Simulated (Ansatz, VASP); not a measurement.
## Two plane-wave programs on SnO

```
CELL_PARAMETERS angstrom
3.71674 0.00000 0.00000
0.00000 3.71674 0.00000
0.00000 0.00000 4.81935
ATOMIC_POSITIONS crystal
Sn 0.00000 0.50000 0.24339
Sn 0.50000 0.00000 0.75661
O 0.50000 0.50000 0.00000
O 0.00000 0.00000 0.00000
```

Change from the starting cell: epitaxial_xy strain -2.0%.

Alike in both runs: task single point; functional r2SCAN; k mesh 6 × 6 × 6; occupations fermi-dirac, width 0.02 eV; no spin polarisation.

|  | VASP | Ansatz |
| --- | --- | --- |
| version | VASP 6.6.1 | Ansatz 0.2.0 |
| potentials or method | VASP PAW PBE potentials, release 64 (Sn_d, O) | plane waves, PAW |
| plane-wave cutoff (eV) | 520 | 500 |
| valence electrons in the cell | 40 | 40 |

VASP gave:

```
pressure (GPa)                                                : 4.6
traceless stress, the component that is largest in VASP (GPa) : -2.79
rms of the force components (eV/Å)                            : 0.055
```

Q: Which values does Ansatz return?

A: Pressure (GPa): 4.0; traceless stress, the component that is largest in VASP (GPa): -2.74; rms of the force components (eV/Å): 0.006.

VASP's potentials were made for PBE, not for r2SCAN. Atom by atom the forces differ by 0.061 eV/Å (rms over components). With one functional, cell and mesh, what is left measures potentials, basis and numerics.
